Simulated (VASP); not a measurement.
# ZnSe (F-43m) in VASP: notebook, part 3 of 3

VASP 6.6.1. Earlier steps stand in the parts before.

## 6. Single point, PBE

This run uses another cell than the first one, of 22.72 Å³/atom, 1.130 times its volume.

INCAR

```
SYSTEM = ZnSe
PREC = Accurate ; ENCUT = 520
EDIFF = 1E-6 ; ISMEAR = -1
SIGMA = 0.02 ; LREAL = .FALSE.
LASPH = .TRUE. ; NELM = 60
ALGO = Normal ; ISIF = 2
LWAVE = .FALSE. ; LCHARG = .TRUE.
GGA = PE ; LELF = .TRUE.
LVHAR = .TRUE. ; NBANDS = 16
```

KPOINTS

```
regular mesh
0
G
  8 8 8
  0 0 0
```

POSCAR

```
ZnSe
1.0
    0.0000000000      2.8324206844      2.8324206844
    2.8324206844      0.0000000000      2.8324206844
    2.8324206844      2.8324206844      0.0000000000
Zn Se
1 1
Direct
    0.0000000000      0.0000000000      0.0000000000
    0.2500000000      0.2500000000      0.2500000000
```

Potentials or basis: VASP PAW PBE potentials, release 64 (Zn, Se).

Run with:

```
cat potpaw_PBE.64/Zn/POTCAR potpaw_PBE.64/Se/POTCAR > POTCAR
mpirun -np 1 vasp_std > vasp.out
```

OUTCAR:

```text
SYSTEM = ZnSe
   PREC = Accurate
   ENCUT = 520
   EDIFF = 1E-6
   ISMEAR = -1
   LREAL = .FALSE.
   LASPH = .TRUE.
   NELM = 60
   ISIF = 2
   GGA = PE

 ion  position               nearest neighbor table
   1  0.000  0.000  0.000-   2 2.45   2 2.45   2 2.45   2 2.45
   2  0.250  0.250  0.250-   1 2.45   1 2.45   1 2.45   1 2.45

  LATTYP: Found a face centered cubic cell.
 ALAT       =     5.6648413688

  Lattice vectors:

 A1 = (   0.0000000000,   2.8324206844,   2.8324206844)
 A2 = (   2.8324206844,   0.0000000000,   2.8324206844)
 A3 = (   2.8324206844,   2.8324206844,   0.0000000000)

Analysis of symmetry for initial positions (statically):
=====================================================================
 Subroutine PRICEL returns:
 Original cell was already a primitive cell.

 Routine SETGRP: Setting up the symmetry group for a
 face centered cubic supercell.

 Subroutine GETGRP returns: Found 24 space group operations
 (whereof 24 operations were pure point group operations)
 out of a pool of 48 trial point group operations.

The static configuration has the point symmetry T_d .

Analysis of symmetry for dynamics (positions and initial velocities):
=====================================================================
 Subroutine PRICEL returns:
 Original cell was already a primitive cell.

 Routine SETGRP: Setting up the symmetry group for a
 face centered cubic supercell.

 Subroutine GETGRP returns: Found 24 space group operations
 (whereof 24 operations were pure point group operations)
 out of a pool of 48 trial point group operations.

The dynamic configuration has the point symmetry T_d .

 Subroutine INISYM returns: Found 24 space group operations
 (whereof 24 operations are pure point group operations),
 and found     1 'primitive' translations

[... 110 lines left out ...]
   EFERMI_NEDOS =   21; number of points for ismear=-14 and -15
   IALGO  =     38    algorithm
   IMIX   =      4    mixing-type and parameters
     AMIX     =   0.40;   BMIX     =  1.00
     AMIX_MAG =   1.60;   BMIX_MAG =  1.00
  volume/ion in A,a.u.               =      22.72       153.35
  Fermi-wavevector in a.u.,A,eV,Ry     =   1.202259  2.271939 19.666213  1.445426
  Thomas-Fermi vector in A             =   2.338045
   LORBIT       =      0    0 simple, 1 ext, 2 COOP (PROOUT), +10 PAW based schemes
   GGA     = PE    functional components
   LHFCALC =     F    Hartree Fock is set to
   AEXX    =    0.0000 exact exchange contribution
   IVDW    =     0    specifies the selected vdW correction
   LEPSILON=     F    determine dielectric tensor
   LRPA    =     F    only Hartree local field effects (RPA)
 non-spin polarized calculation
  energy-cutoff  :      520.00
  volume of cell :       45.45
 maximum number of plane-waves:      1243
 NGX is ok and might be reduce to    30
   NGX = 15   NGY = 15   NGZ = 15

 number of electron      18.0000011 magnetization

 Free energy of the ion-electron system (eV)
  ---------------------------------------------------
  ext. energy  EPLUGINS =         0.00000000
  ---------------------------------------------------
  free energy    TOTEN  =        -6.01912557 eV

  energy without entropy =       -6.01912557  energy(sigma->0) =       -6.01912557

 E-fermi :   2.0353     XC(G=0):  -9.3284

 val. band max:        1.6257709142   @ k =   0.0000   0.0000   0.0000
 cond. band min:       2.9219164518   @ k =   0.0000   0.0000   0.0000
 fundamental gap:      1.2961455376
 Fermi energy:         2.0352882854

 k-point     1 :       0.0000    0.0000    0.0000
  band No.  band energies     occupation
      1     -11.6427      2.00000
      2      -4.9256      2.00000
      3      -4.9256      2.00000
      4      -4.9256      2.00000
      5      -4.5545      2.00000
      6      -4.5545      2.00000
[... 433 lines left out ...]
      3      -4.7845      2.00000
      4      -4.5866      2.00000
      5      -4.5475      2.00000
      6      -4.3447      2.00000
[... 8 lines left out ...]
     15      14.3817      0.00000
     16      15.1994      0.00000

 [... further k-points ...]

------------------------ aborting loop because EDIFF is reached ----------------------------------------

  FORCE on cell =-STRESS in cart. coord.  units (eV):
  Direction    XX          YY          ZZ          XY          YZ          ZX
  --------------------------------------------------------------------------------------
  -------------------------------------------------------------------------------------
  Total        0.6934807      0.6934807      0.6934807      0.0000000      0.0000000     -0.0000000
  in kB       24.4479070     24.4479070     24.4479070      0.0000000      0.0000000     -0.0000000
  external PRESSURE =      24.4479070 kB  Pullay stress =       0.0000000 kB

 VOLUME and BASIS-vectors are now :
 -----------------------------------------------------------------------------
  energy-cutoff  :      520.00
  volume of cell :       45.45
      direct lattice vectors                 reciprocal lattice vectors
     0.000000000  2.832420684  2.832420684    -0.176527450  0.176527450  0.176527450
     2.832420684  0.000000000  2.832420684     0.176527450 -0.176527450  0.176527450
     2.832420684  2.832420684  0.000000000     0.176527450  0.176527450 -0.176527450

 POSITION                                       TOTAL-FORCE (eV/Angst)
 -----------------------------------------------------------------------------------
      0.00000      0.00000      0.00000         0.000000      0.000000      0.000000
      1.41621      1.41621      1.41621        -0.000000     -0.000000     -0.000000
 -----------------------------------------------------------------------------------
    total drift:                               -0.000001     -0.000001     -0.000001

  FREE ENERGIE OF THE ION-ELECTRON SYSTEM (eV)
  ---------------------------------------------------
  free  energy   TOTEN  =        -6.0191255706 eV

  energy  without entropy=       -6.0191255706  energy(sigma->0) =       -6.01912557
```

stdout:

```text
POSCAR found type information on POSCAR ZnSe
 POSCAR found :  2 types and       2 ions
 scaLAPACK will be used
 LDA part: xc-table for (Slater+PW92), standard interpolation
 POSCAR, INCAR and KPOINTS ok, starting setup
 FFT: planning ... GRIDC
 FFT: planning ... GRID_SOFT
 FFT: planning ... GRID
 WAVECAR not read
 entering main loop
```

It took 23 s on 1 thread of AMD EPYC 7R43 (Zen 3), shared host; peak memory 0.14 GiB.

What came out:

```yaml
Free_energy: -6.0191 eV
Pressure: 2.4 GPa
Band_gap_on_the_k_mesh: 1.30 eV, direct
```

Expect the measured gap to be larger: semilocal functionals such as PBE lack the derivative discontinuity.

## 7. Overview

| cell | gap on the mesh (eV) | pressure (GPa) |
| --- | --- | --- |
| a = 3.845 Å, angles 60.0°, 2 atoms | 1.82 | 13.2 |
| a = 3.885 Å, angles 60.0°, 2 atoms | 1.68 | 10.0 |
| a = 3.926 Å, angles 60.0°, 2 atoms | 1.55 | 7.1 |
| a = 3.966 Å, angles 60.0°, 2 atoms | 1.42 | 4.6 |
| a = 4.006 Å, angles 60.0°, 2 atoms | 1.30 | 2.4 |

Alike in all rows: task single point; level PBE; potentials or basis VASP PAW PBE potentials, release 64 (Zn, Se); no spin polarisation; k mesh 8 × 8 × 8; cutoff (eV) 520; smearing fermi-dirac 0.02 eV.

Absolute energies hang on the potentials; compare differences alone.
